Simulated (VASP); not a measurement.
Write the native input for VASP 6.6.1 that does the following.

```
Task                   : single point
Functional             : PBEsol
Dispersion             : D3(BJ)
Potentials or basis    : VASP PAW PBE potentials, release 64 (Ga_d, Se)
Cutoff                 : 520 eV
k mesh                 : 12 × 12 × 12
Occupations            : gaussian, width 0.15 eV
Spin                   : no spin polarisation
Dipole correction      : no
Further INCAR settings : ALGO = Normal; EDIFF = 1e-07; NBANDS = 30
```

The structure of Ga3Se lies in POSCAR:

```
Ga3Se
1.0
    4.5897260880      0.0000000000      0.0000000000
    0.0000000000      4.5897260880      0.0000000000
    0.0000000000      0.0000000000      3.5799863487
Ga Se
3 1
Direct
    0.0000000000      0.5000000000      0.5000000000
    0.5000000000      0.0000000000      0.5000000000
    0.5000000000      0.5000000000      0.0000000000
    0.0000000000      0.0000000000      0.0000000000
```

This cell differs from its parent crystal: ratio of the length along z to the lengths across it x 0.78, volume and fractional coordinates fixed.

These files were run (other wordings do the same):

INCAR

```
SYSTEM = Ga3Se
PREC = Accurate
ENCUT = 520
EDIFF = 1E-7
ISMEAR = 0
SIGMA = 0.15
LREAL = .False.
LASPH = .True.
NELM = 60
ALGO = Normal
ISIF = 2
LWAVE = .False.
LCHARG = .True.
GGA = PS
IVDW = 12
LELF = .True.
LVHAR = .True.
NBANDS = 30
```

KPOINTS

```
regular mesh
0
Gamma
  12 12 12
  0 0 0
```

Potentials or basis: VASP PAW PBE potentials, release 64 (Ga_d, Se).

Command:

```bash
$ cat potpaw_PBE.64/Ga_d/POTCAR potpaw_PBE.64/Se/POTCAR > POTCAR
$ mpirun -np 1 vasp_std > vasp.out
```

It gave:

```
Pressure                   : -1.6 GPa
Band gap on the k mesh     : zero (an odd number of electrons rules out a gap without spin polarisation)
Dispersion energy per atom : -0.324 eV
```

Caveat: the PAW data sets were made with another functional, which shifts forces and pressure a little.

Wall time 6.7 min on 1 thread of Intel Xeon 8259CL (shared host), peak memory 0.47 GiB.
